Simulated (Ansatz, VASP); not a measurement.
## Two plane-wave programs on InO

```
In O
1.0
     3.30830    0.00000    0.00000
    -1.65415    2.86508    0.00000
     0.00000    0.00000    3.16562
In O
1 1
Cartesian
  1.6542 0.9550 1.5828
  0.0000 1.9101 0.0000
```

Alike in both runs: functional PBE; k mesh 18 × 18 × 18; occupations gaussian, width 0.1 eV; no spin polarisation.

Ansatz relaxed the structure, and its values are those at the end. VASP's run is a single point on that final structure, the one shown.

|  | VASP | Ansatz |
| --- | --- | --- |
| version | VASP 6.6.1 | Ansatz 0.2.0 |
| potentials or method | VASP PAW PBE potentials, release 64 (In_d, O), cutoff 520 eV | scalar-relativistic, plane waves, PAW |
| valence electrons in the cell | 19 | 19 |

Ansatz gave:

| Item | Value |
| --- | --- |
| gap on the k mesh at the Fermi level (eV) | none |
| pressure (GPa) | 0.0 |

Estimate VASP's values.

gap on the k mesh at the Fermi level (eV): none; pressure (GPa): 0.1.

A gap of «none» marks a metal or a gap that the smearing closes.
